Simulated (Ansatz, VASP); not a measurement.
Two plane-wave programs on HgTe

Contents of POSCAR:

```
HgTe
1.0
    0.0000000000      3.2891972858      3.2891972858
    3.2891972858      0.0000000000      3.2891972858
    3.2891972858      3.2891972858      0.0000000000
Hg Te
1 1
Direct
    0.0000000000      0.0000000000      0.0000000000
    0.2500000000      0.2500000000      0.2500000000
```

File INCAR.step1:

```
PREC = Accurate
ENCUT = 400
EDIFF = 1E-5
ISMEAR = -1
SIGMA = 0.02
LREAL = F
LASPH = T
NELM = 120
ALGO = Normal
ISIF = 2
LWAVE = T
LCHARG = F
GGA = PE
NBANDS = 16
GGA_COMPAT = F
```

The input INCAR.step2:

```
PREC = Accurate
ENCUT = 400
EDIFF = 1E-6
ISMEAR = -1
SIGMA = 0.02
LREAL = F
LASPH = T
NELM = 120
ALGO = Normal
ISIF = 2
LWAVE = F
LCHARG = F
GGA = PE
LHFCALC = T
AEXX = 1.0
HFSCREEN = 0.1
PRECFOCK = Normal
ISTART = 1
NBANDS = 16
ALDAC = 1.0
AGGAC = 1.0
GGA_COMPAT = F
```

The input KPOINTS:

```
regular mesh
0
Gamma
  4 4 4
```

Input for Ansatz:

```yaml
crystal:
  lattice:
    - [0.0, 3.2891972858, 3.2891972858]
    - [3.2891972858, 0.0, 3.2891972858]
    - [3.2891972858, 3.2891972858, 0.0]
  atoms:
    - { symbol: Hg, position: [0.0, 0.0, 0.0] }
    - { symbol: Te, position: [0.25, 0.25, 0.25] }
kpoints:
  mp_grid: { grid: [4, 4, 4] }
hamiltonian:
  xc: { exchange: pbe, correlation: pbe, exx: { coeff: 1.0, omega: 0.1 } }
scf:
  occupations: { method: fermi_dirac, width: 0.02 }
  n_extra_bands: 4
output:
  forces: true
  stress: true
  eigenvalues: true
```

Alike in both runs: task single point; functional PBE-based screened hybrid; k mesh 4 × 4 × 4; occupations fermi-dirac, width 0.02 eV; no spin polarisation.

|  | VASP | Ansatz |
| --- | --- | --- |
| version | VASP 6.6.1 | Ansatz 0.2.0 |
| potentials or method | VASP PAW PBE potentials, release 64 (Hg, Te) | plane waves |
| plane-wave cutoff (eV) | 400 | 420 |
| valence electrons in the cell | 18 | 36 |

```csv
,VASP,Ansatz,Ansatz less VASP
gap on the k mesh at the Fermi level (eV),3.44,4.17,+0.736
pressure (GPa),-5.4,-3.7,+1.68
```

VASP's potentials were made for PBE, not for PBE-based screened hybrid. One of these differences is far larger than is usual between the two programs; its cause wasn't traced. The functional is the same, so the differences come from potentials, cutoffs and numerics. VASP's potentials hold 18 valence electrons a cell and Ansatz's 36, so a difference there can come from the potentials and not from the codes. Ansatz's warnings: stress exchange threshold loose, stress scf threshold loose.

Spin-orbit coupling is off throughout.
